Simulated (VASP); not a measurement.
Set up this calculation in VASP 6.6.1, as the native input.

```yaml
Task: single point
Functional: r2SCAN
Potentials_or_basis: VASP PAW PBE potentials, release 64 (Al, Ni)
Cutoff: 520 eV
k_mesh: 14 × 14 × 14
Occupations: gaussian, width 0.1 eV
Spin: no spin polarisation
Dipole_correction: no
Further_INCAR_settings: ALGO = Normal; EDIFF = 1e-06; NBANDS = 24
```

Crystal: AlNi3.

```
Al Ni
1.0
     0.00000    2.82963    2.82963
     2.82963    0.00000    2.82963
     2.82963    2.82963    0.00000
Al Ni
1 3
Cartesian
  2.8296 2.8296 2.8296
  1.4148 1.4148 1.4148
  0.0000 0.0000 0.0000
  4.2444 4.2444 4.2444
```

The input as run:

POSCAR

```
AlNi3
1.0
    0.0000000000      2.8296320322      2.8296320322
    2.8296320322      0.0000000000      2.8296320322
    2.8296320322      2.8296320322      0.0000000000
Al Ni
1 3
Direct
    0.5000000000      0.5000000000      0.5000000000
    0.2500000000      0.2500000000      0.2500000000
    0.0000000000      0.0000000000      0.0000000000
    0.7500000000      0.7500000000      0.7500000000
```

INCAR.step1

```
  PREC = Accurate
  ENCUT = 520
  ISMEAR = 0
  SIGMA = 0.1
  LREAL = F
  LASPH = T
  NELM = 80
  NBANDS = 24
  GGA = PE
  ALGO = Normal
  EDIFF = 1E-4
  LWAVE = T
  LCHARG = F
```

INCAR.step2

```
  PREC = Accurate
  ENCUT = 520
  EDIFF = 1E-6
  ISMEAR = 0
  SIGMA = 0.1
  LREAL = F
  LASPH = T
  NELM = 80
  ALGO = Normal
  ISIF = 2
  LWAVE = F
  LCHARG = T
  METAGGA = R2SCAN
  LMIXTAU = T
  LELF = T
  LVHAR = T
  NBANDS = 24
  ISTART = 1
```

KPOINTS

```
Automatic mesh
0
Gamma
  14 14 14
```

Potentials or basis: VASP PAW PBE potentials, release 64 (Al, Ni).

Command:

```bash
$ cat potpaw_PBE.64/Al/POTCAR potpaw_PBE.64/Ni/POTCAR > POTCAR
$ cp INCAR.step1 INCAR
$ mpirun -np 1 vasp_std > vasp.out
$ cp INCAR.step2 INCAR
$ mpirun -np 1 vasp_std > vasp.out
```

It gave:

```json
{
  "Pressure": "-5.4 GPa",
  "Band gap on the k mesh": "zero (an odd number of electrons rules out a gap without spin polarisation)"
}
```

Caveat: the cell stands under tension; the PAW data sets were made with another functional, which shifts forces and pressure a little.

It took 11 min on 1 thread of Intel Xeon 8259CL (shared host), peak memory 0.24 GiB.
